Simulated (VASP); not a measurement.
Write the native input for VASP 6.6.1 that does the following.

| Item | Value |
| --- | --- |
| Task | single point |
| Functional | PBEsol |
| Potentials or basis | VASP PAW PBE potentials, release 64 (K_sv, F, Rh_pv, Na_pv) |
| Cutoff | 520 eV |
| k mesh | 3 × 3 × 3 |
| Occupations | fermi-dirac, width 0.05 eV |
| Spin | no spin polarisation |
| Dipole correction | no |
| Further INCAR settings | ALGO = Normal; EDIFF = 1e-06; NBANDS = 46 |

The structure of KNaRhF6 (a cell with a defect) lies in POSCAR:

```
KNaRhF6
1.0
    0.0000000000      4.2112070000      4.2112070000
    4.2112070000      0.0000000000      4.2112070000
    4.2112070000      4.2112070000      0.0000000000
K F Rh Na
1 6 1 1
Direct
    0.7502425077      0.7494429744      0.7499708516
    0.7703007713      0.2278418040      0.2270401336
    0.2250067498      0.7724459994      0.2302358920
    0.2290888337      0.7707950476      0.7735180199
    0.7739872440      0.2259545779      0.7706950763
    0.2274776566      0.2268414970      0.7736954037
    0.7718764478      0.7718028347      0.2266728992
   -0.0003161801     -0.0006901822      0.0002710624
    0.5000400123      0.4994038526      0.4999314923
```

The input as run:

INCAR

```
SYSTEM = KNaRhF6
  PREC = Accurate
  ENCUT = 520
  EDIFF = 1E-6
  ISMEAR = -1
  SIGMA = 0.05
  LREAL = .FALSE.
  LASPH = .TRUE.
  NELM = 100
  ALGO = Normal
  ISIF = 2
  LWAVE = .FALSE.
  LCHARG = .FALSE.
  GGA = PS
  NBANDS = 46
```

KPOINTS

```
Automatic mesh
0
G
  3 3 3
  0 0 0
```

Potentials or basis: VASP PAW PBE potentials, release 64 (K_sv, F, Rh_pv, Na_pv).

Command:

```console
$ cat potpaw_PBE.64/K_sv/POTCAR potpaw_PBE.64/F/POTCAR potpaw_PBE.64/Rh_pv/POTCAR potpaw_PBE.64/Na_pv/POTCAR > POTCAR
$ mpirun -np 1 vasp_std > vasp.out
```

Results of the run:

```
Pressure               : -1.1 GPa
Largest force          : 0.052 eV/Å
Band gap on the k mesh : zero (an odd number of electrons rules out a gap without spin polarisation)
```

Caveat: the k points lie up to 0.43 Å⁻¹ apart, too coarse for converged energies and pressures of a metal; the PAW data sets were made with another functional, which shifts forces and pressure a little; an odd number of electrons without spin polarisation forces a metal; a magnetic or distorted state may lie lower.

Wall time 7.4 min on 1 thread of Intel Xeon 8259CL, on a shared host, peak memory 0.37 GiB.
